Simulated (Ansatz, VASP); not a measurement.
Two plane-wave programs on HgTe

```xyz
2
Lattice="-0.0257 3.2892 3.2892 3.2892 -0.0257 3.2892 3.2635 3.2635 0.0000" Properties=species:S:1:pos:R:3 pbc="T T T"
Hg    0.0000    0.0000   -0.0108
Te    1.6318    1.6318    1.6554
```

Change from the starting cell: shear_xy strain -1.6%.

Alike in both runs: task single point; functional r2SCAN; k mesh 6 × 6 × 6; occupations fermi-dirac, width 0.02 eV; no spin polarisation.

|  | VASP | Ansatz |
| --- | --- | --- |
| version | VASP 6.6.1 | Ansatz 0.2.0 |
| potentials or method | VASP PAW PBE potentials, release 64 (Hg, Te) | plane waves, PAW |
| plane-wave cutoff (eV) | 520 | 500 |
| valence electrons in the cell | 18 | 36 |

```csv
,VASP,Ansatz,Ansatz less VASP
pressure (GPa),0.0,0.0,-0.06
"traceless stress, the component that is largest in VASP (GPa)",0.30,0.30,-0.001
```

VASP's potentials were made for PBE, not for r2SCAN. VASP's potentials hold 18 valence electrons a cell and Ansatz's 36, so a difference there can come from the potentials and not from the codes.

Neither program's run includes spin-orbit coupling.
